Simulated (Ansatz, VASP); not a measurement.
# AlGa3N4: VASP beside Ansatz

POSCAR

```
AlGa3N4
1.0
    4.2420772296      0.0000000000      0.0000000000
    0.0000000000      4.2420772296      0.0000000000
    0.0000000000      0.0000000000      4.2420772296
Al Ga N
1 3 4
Direct
    0.0000000000      0.0000000000      0.0000000000
    0.5000000000      0.5000000000      0.0000000000
    0.5000000000      0.0000000000      0.5000000000
    0.0000000000      0.5000000000      0.5000000000
    0.7553510553      0.7553510553      0.2446489447
    0.7553510553      0.2446489447      0.7553510553
    0.2446489447      0.7553510553      0.7553510553
    0.2446489447      0.2446489447      0.2446489447
```

The input INCAR.step1:

```
ALGO = Normal
EDIFF = 1E-4
ENCUT = 520
GGA = PE
ISMEAR = 0
LASPH = True
LCHARG = False
LREAL = False
LWAVE = True
NBANDS = 41
NELM = 100
PREC = Accurate
SIGMA = 0.05
```

File INCAR.step2:

```
ALGO = Normal
EDIFF = 1E-6
ENCUT = 520
ISIF = 2
ISMEAR = 0
ISTART = 1
LASPH = True
LCHARG = False
LMIXTAU = True
LREAL = False
LWAVE = False
METAGGA = R2SCAN
NBANDS = 41
NELM = 100
PREC = Accurate
SIGMA = 0.05
```

Contents of KPOINTS:

```
k-points
0
Gamma
  6 6 6
```

Input for Ansatz:

```yaml
crystal:
  lattice:
    - [4.2420772296, 0.0, 0.0]
    - [0.0, 4.2420772296, 0.0]
    - [0.0, 0.0, 4.2420772296]
  atoms:
    - { symbol: Al, position: [0.0, 0.0, 0.0] }
    - { symbol: Ga, position: [0.5, 0.5, 0.0] }
    - { symbol: Ga, position: [0.5, 0.0, 0.5] }
    - { symbol: Ga, position: [0.0, 0.5, 0.5] }
    - { symbol: "N", position: [0.7553510553, 0.7553510553, 0.2446489447] }
    - { symbol: "N", position: [0.7553510553, 0.2446489447, 0.7553510553] }
    - { symbol: "N", position: [0.2446489447, 0.7553510553, 0.7553510553] }
    - { symbol: "N", position: [0.2446489447, 0.2446489447, 0.2446489447] }
basis:
  ecutwfc: 500
kpoints:
  mp_grid: { grid: [6, 6, 6] }
hamiltonian:
  xc: r2scan
scf:
  occupations: { method: gaussian, width: 0.05 }
output:
  forces: true
  stress: true
  eigenvalues: true
```

Change from the starting cell: strain -0.050 along x and y, -0.050 along z, atoms carried along.

Alike in both runs: task single point; functional r2SCAN; k mesh 6 × 6 × 6; occupations gaussian, width 0.05 eV; no spin polarisation.

```csv
,VASP,Ansatz
version,VASP 6.6.1,Ansatz 0.2.0
potentials or method,"VASP PAW PBE potentials, release 64 (Al, Ga_d, N), cutoff 520 eV","scalar-relativistic, plane waves, PAW"
valence electrons in the cell,62,62
```

```tsv
	VASP	Ansatz	Ansatz less VASP
gap on the k mesh at the Fermi level (eV)	3.95	3.96	+0.005
least direct gap on the mesh (eV)	3.95	3.96	+0.005
pressure (GPa)	43.6	42.4	-1.22
rms of the force components (eV/Å)	0.069	0.033	-0.0366
```

VASP's potentials were made for PBE, not for r2SCAN. Atom by atom the forces differ by 0.037 eV/Å (rms over components). Both programs put the cell under a high pressure, so it lies far from rest at this level. The functional is the same, so the differences come from potentials, cutoffs and numerics.
